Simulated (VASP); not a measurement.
# TiAl (Pm-3m) in VASP: settings compared

Aim: see how the results for TiAl move with the level of theory and the settings. Levels: PBEsol+D4, PBEsol+D3(BJ), RPBE+D3(BJ). Tasks: single point, relaxation of cell and atoms.

Everything below comes from runs of VASP 6.6.1. Logs are shortened: lines on timing, memory, paths and dates and some standing lists are left out, and cuts for length are marked.

**1. The cell of the first run**

The structure is cubic, space group Pm-3m (No. 221). Conventional cell: a = 3.142 Å, b = 3.142 Å, c = 3.142 Å, α = 90.00°, β = 90.00°, γ = 90.00°. Within 3.6 Å of Ti (site symmetry m-3m) lie 8 Al at 2.72 Å and 6 Ti at 3.14 Å. Within 3.6 Å of Al (site symmetry m-3m) lie 8 Ti at 2.72 Å and 6 Al at 3.14 Å.

**2. Single point, PBEsol+D4**

INCAR

```
  PREC = Accurate
  ENCUT = 520
  EDIFF = 1E-7
  ISMEAR = -1
  SIGMA = 0.05
  LREAL = False
  LASPH = True
  NELM = 80
  ALGO = Fast
  ISIF = 2
  LWAVE = False
  LCHARG = False
  GGA = PS
  IVDW = 13
  NBANDS = 14
```

KPOINTS

```
regular mesh
0
Gamma
  8 8 8
```

POSCAR

```
TiAl
1.0
    3.1420641845      0.0000000000      0.0000000000
    0.0000000000      3.1420641845      0.0000000000
    0.0000000000      0.0000000000      3.1420641845
Ti Al
1 1
Direct
    0.0000000000      0.0000000000      0.0000000000
    0.5000000000      0.5000000000      0.5000000000
```

Potentials or basis: VASP PAW PBE potentials, release 64 (Ti_sv, Al).

Started as:

```bash
$ cat potpaw_PBE.64/Ti_sv/POTCAR potpaw_PBE.64/Al/POTCAR > POTCAR
$ mpirun -np 1 vasp_std > vasp.out
```

OUTCAR:

```text
PREC = Accurate
   ENCUT = 520
   EDIFF = 1E-7
   ISMEAR = -1
   LREAL = False
   LASPH = True
   NELM = 80
   ISIF = 2
   GGA = PS
   IVDW = 13

 ion  position               nearest neighbor table
   1  0.000  0.000  0.000-   2 2.72   2 2.72   2 2.72   2 2.72   2 2.72   2 2.72   2 2.72   2 2.72

   2  0.500  0.500  0.500-   1 2.72   1 2.72   1 2.72   1 2.72   1 2.72   1 2.72   1 2.72   1 2.72

  LATTYP: Found a simple cubic cell.
 ALAT       =     3.1420641845

  Lattice vectors:

 A1 = (   3.1420641845,   0.0000000000,   0.0000000000)
 A2 = (   0.0000000000,   3.1420641845,   0.0000000000)
 A3 = (   0.0000000000,   0.0000000000,   3.1420641845)

Analysis of symmetry for initial positions (statically):
=====================================================================
 Subroutine PRICEL returns:
 Original cell was already a primitive cell.

 Routine SETGRP: Setting up the symmetry group for a
 simple cubic supercell.

 Subroutine GETGRP returns: Found 48 space group operations
 (whereof 48 operations were pure point group operations)
 out of a pool of 48 trial point group operations.

The static configuration has the point symmetry O_h .

Analysis of symmetry for dynamics (positions and initial velocities):
=====================================================================
 Subroutine PRICEL returns:
 Original cell was already a primitive cell.

 Routine SETGRP: Setting up the symmetry group for a
 simple cubic supercell.

 Subroutine GETGRP returns: Found 48 space group operations
 (whereof 48 operations were pure point group operations)
 out of a pool of 48 trial point group operations.

The dynamic configuration has the point symmetry O_h .

 Subroutine INISYM returns: Found 48 space group operations
 (whereof 48 operations are pure point group operations),
 and found     1 'primitive' translations

----------------------------------------------------------------------------------------

                                     Primitive cell

  volume of cell :      31.0202

  direct lattice vectors                    reciprocal lattice vectors
     3.142064185  0.000000000  0.000000000     0.318262117  0.000000000  0.000000000
     0.000000000  3.142064185  0.000000000     0.000000000  0.318262117  0.000000000
     0.000000000  0.000000000  3.142064185     0.000000000  0.000000000  0.318262117

  length of vectors
     3.142064185  3.142064185  3.142064185     0.318262117  0.318262117  0.318262117

  position of ions in fractional coordinates (direct lattice)
     0.000000000  0.000000000  0.000000000
     0.500000000  0.500000000  0.500000000

  ion indices of the primitive-cell ions
   primitive index   ion index
                 1           1
                 2           2

----------------------------------------------------------------------------------------

 KPOINTS: regular mesh

Automatic generation of k-mesh.
 Grid dimensions read from file:
 generate k-points for:    8    8    8

 Generating k-lattice:

  Cartesian coordinates                     Fractional coordinates (reciprocal lattice)
     0.039782765  0.000000000  0.000000000     0.125000000  0.000000000  0.000000000
     0.000000000  0.039782765  0.000000000     0.000000000  0.125000000  0.000000000
     0.000000000  0.000000000  0.039782765     0.000000000  0.000000000  0.125000000

  Length of vectors
     0.039782765  0.039782765  0.039782765

  Shift w.r.t. Gamma in fractional coordinates (k-lattice)
     0.000000000  0.000000000  0.000000000

 Subroutine IBZKPT returns following result:
 ===========================================

 Found     35 irreducible k-points:

 Following reciprocal coordinates:
            Coordinates               Weight
  0.000000  0.000000  0.000000      1.000000
  0.125000  0.000000  0.000000      6.000000
  0.250000  0.000000  0.000000      6.000000
  0.375000  0.000000  0.000000      6.000000
  0.500000  0.000000  0.000000      3.000000
  0.125000  0.125000  0.000000     12.000000
[... 16 lines left out ...]
  0.375000  0.375000  0.125000     24.000000
  0.500000  0.375000  0.125000     24.000000
 [... further k-points ...]
   k-points           NKPTS =     35   k-points in BZ     NKDIM =     35   number of bands    NBANDS=     14
   number of dos      NEDOS =    301   number of ions     NIONS =      2
   total plane-waves  NPLWV =  13824
   dimension x,y,z NGX =    24 NGY =   24 NGZ =   24
   dimension x,y,z NGXF=    48 NGYF=   48 NGZF=   48
   ions per type =               1   1
   NGX,Y,Z   is equivalent  to a cutoff of  12.70, 12.70, 12.70 a.u.
   NGXF,Y,Z  is equivalent  to a cutoff of  25.40, 25.40, 25.40 a.u.
 SYSTEM =  unknown system
   PREC   = accura    normal or accurate (medium, high low for compatibility)
   ISTART =      0    job   : 0-new  1-cont  2-samecut
   ICHARG =      2    charge: 1-file 2-atom 10-const
   ISPIN  =      1    spin polarized calculation?
   LNONCOLLINEAR =      F non collinear calculations
   LSORBIT =      F    spin-orbit coupling
   LASPH  =      T    aspherical Exc in radial PAW
   ENCUT  =  520.0 eV  38.22 Ry    6.18 a.u.   5.84  5.84  5.84*2*pi/ulx,y,z
   NELM   =     80;   NELMIN=  2; NELMDL= -5     # of ELM steps
   EDIFF  = 0.1E-06   stopping-criterion for ELM
   LREAL  =      F    real-space projection
   EDIFFG = 0.1E-05   stopping-criterion for IOM
   NSW    =      0    number of steps for IOM
   IBRION =     -1    ionic relax: 0-MD 1-quasi-New 2-CG
   NFREE  =      0    steps in history (QN), initial steepest desc. (CG)
   ISIF   =      2    stress and relaxation
   ISYM   =      2    0-nonsym 1-usesym 2-fastsym
   POTIM  = 0.5000    time-step for ionic-motion
   TEBEG  =    0.0;   TEEND  =   0.0 temperature during run
   PSTRESS=    0.0 pullay stress
   NELECT =      15.0000    total number of electrons
   NUPDOWN=      -1.0000    fix difference up-down
   EMIN   =  10.00;   EMAX   =-10.00  energy-range for DOS
   EFERMI =   0.00;   METHOD = LEGACY
   ISMEAR =    -1;   SIGMA  =   0.05  broadening in eV -4-tet -1-fermi 0-gaus
   EFERMI_NEDOS =   21; number of points for ismear=-14 and -15
   IALGO  =     68    algorithm
   IMIX   =      4    mixing-type and parameters
     AMIX     =   0.40;   BMIX     =  1.00
     AMIX_MAG =   1.60;   BMIX_MAG =  1.00
  volume/ion in A,a.u.               =      15.51       104.67
  Fermi-wavevector in a.u.,A,eV,Ry     =   1.284962  2.428226 22.464942  1.651127
  Thomas-Fermi vector in A             =   2.417124
   LORBIT       =      0    0 simple, 1 ext, 2 COOP (PROOUT), +10 PAW based schemes
   GGA     = PS    functional components
   LHFCALC =     F    Hartree Fock is set to
   AEXX    =    0.0000 exact exchange contribution
   IVDW    =    13    specifies the selected vdW correction
   LEPSILON=     F    determine dielectric tensor
   LRPA    =     F    only Hartree local field effects (RPA)
 non-spin polarized calculation
 RMM-DIIS sequential band-by-band and
  energy-cutoff  :      520.00
  volume of cell :       31.02
 maximum number of plane-waves:       856
 NGX is ok and might be reduce to    24
   NGX = 11   NGY = 11   NGZ = 11

 number of electron      14.9999993 magnetization

 Free energy of the ion-electron system (eV)
  ---------------------------------------------------
  ext. energy  EPLUGINS =         0.00000000
  ---------------------------------------------------
  free energy    TOTEN  =       -12.97067537 eV

  energy without entropy =      -12.94839248  energy(sigma->0) =      -12.95953392

 E-fermi :   9.0460     XC(G=0): -11.3430

 val. band max:        9.0095556067   @ k =   0.3750   0.1250   0.1250
 cond. band min:       9.0574567058   @ k =   0.3750   0.3750   0.2500
 fundamental gap:      0.0479010991
 Fermi energy:         9.0459524962

 k-point     1 :       0.0000    0.0000    0.0000
  band No.  band energies     occupation
      1     -47.5414      2.00000
      2     -23.8404      2.00000
      3     -23.8404      2.00000
      4     -23.8404      2.00000
      5      -0.3619      2.00000
      6       7.5311      2.00000
      7       7.5311      2.00000
      8      10.9201      0.00000
      9      10.9201      0.00000
     10      10.9201      0.00000
     11      13.6408      0.00000
     12      13.6408      0.00000
     13      13.6408      0.00000
     14      18.0982      0.00000

 k-point     2 :       0.1250    0.0000    0.0000
  band No.  band energies     occupation
      1     -47.5388      2.00000
      2     -23.8698      2.00000
      3     -23.8379      2.00000
      4     -23.8379      2.00000
      5      -0.1057      2.00000
      6       7.3874      2.00000
      7       7.6464      2.00000
      8      10.5228      0.00000
      9      10.5228      0.00000
     10      10.9510      0.00000
     11      12.7806      0.00000
     12      14.2227      0.00000
     13      14.2227      0.00000
     14      17.7436      0.00000

 k-point     3 :       0.2500    0.0000    0.0000
  band No.  band energies     occupation
      1     -47.5325      2.00000
      2     -23.9402      2.00000
      3     -23.8317      2.00000
      4     -23.8317      2.00000
      5       0.6396      2.00000
      6       6.6239      2.00000
      7       7.9504      2.00000
      8       9.8579      0.00000
      9       9.8579      0.00000
     10      11.0268      0.00000
     11      11.9552      0.00000
     12      15.4658      0.00000
     13      15.4658      0.00000
     14      16.8786      0.00000
[... 324 lines left out ...]
 k-point    23 :       0.3750    0.3750    0.1250
  band No.  band energies     occupation
      1     -47.5090      2.00000
      2     -23.9845      2.00000
      3     -23.9814      2.00000
      4     -23.8374      2.00000
      5       3.4708      2.00000
      6       6.3355      2.00000
      7       6.8937      2.00000
      8       8.7223      1.99692
      9       9.7823      0.00000
     10      10.0005      0.00000
     11      12.1928      0.00000
     12      13.7938      0.00000
     13      15.2028      0.00000
     14      16.5298      0.00000

 k-point    24 :       0.5000    0.3750    0.1250
  band No.  band energies     occupation
      1     -47.5065      2.00000
      2     -24.0100      2.00000
      3     -23.9790      2.00000
      4     -23.8347      2.00000
      5       3.9284      2.00000
      6       6.0006      2.00000
      7       7.0547      2.00000
      8       8.4502      1.99999
      9       9.9716      0.00000
     10       9.9902      0.00000
     11      12.0542      0.00000
     12      14.0089      0.00000
     13      14.3693      0.00000
     14      16.7337      0.00000

 [... further k-points ...]

------------------------ aborting loop because EDIFF is reached ----------------------------------------

  DFT-D4 for vdW energy calculation

  Edisp (eV):   -0.34674

  FORCE on cell =-STRESS in cart. coord.  units (eV):
  Direction    XX          YY          ZZ          XY          YZ          ZX
  --------------------------------------------------------------------------------------
  -------------------------------------------------------------------------------------
  Total       0.00840     0.00840     0.00840    -0.00000    -0.00000     0.00000
  in kB       0.43377     0.43377     0.43377    -0.00000    -0.00000     0.00000
  external pressure =        0.43 kB  Pullay stress =        0.00 kB

 VOLUME and BASIS-vectors are now :
 -----------------------------------------------------------------------------
  energy-cutoff  :      520.00
  volume of cell :       31.02
      direct lattice vectors                 reciprocal lattice vectors
     3.142064185  0.000000000  0.000000000     0.318262117  0.000000000  0.000000000
     0.000000000  3.142064185  0.000000000     0.000000000  0.318262117  0.000000000
     0.000000000  0.000000000  3.142064185     0.000000000  0.000000000  0.318262117

 POSITION                                       TOTAL-FORCE (eV/Angst)
 -----------------------------------------------------------------------------------
      0.00000      0.00000      0.00000         0.000000      0.000000      0.000000
      1.57103      1.57103      1.57103         0.000000      0.000000      0.000000
 -----------------------------------------------------------------------------------
    total drift:                                0.000000      0.000000      0.000000

  FREE ENERGIE OF THE ION-ELECTRON SYSTEM (eV)
  ---------------------------------------------------
  free  energy   TOTEN  =       -13.3174151539 eV

  energy  without entropy=      -13.2951322581  energy(sigma->0) =      -13.30627371
```

Wall time 38 s (1 thread of AMD EPYC 7R43 (Zen 3), shared host); peak memory 0.11 GiB.

What came out:

```
Free energy                : -13.3174 eV
Pressure                   : 0.0 GPa
Dispersion energy per atom : -0.173 eV
```

Caveat: the PAW data sets were made with another functional, which shifts forces and pressure a little; pairwise dispersion overbinds metals, which lowers pressure and volume.

[end of part 1 of 2]
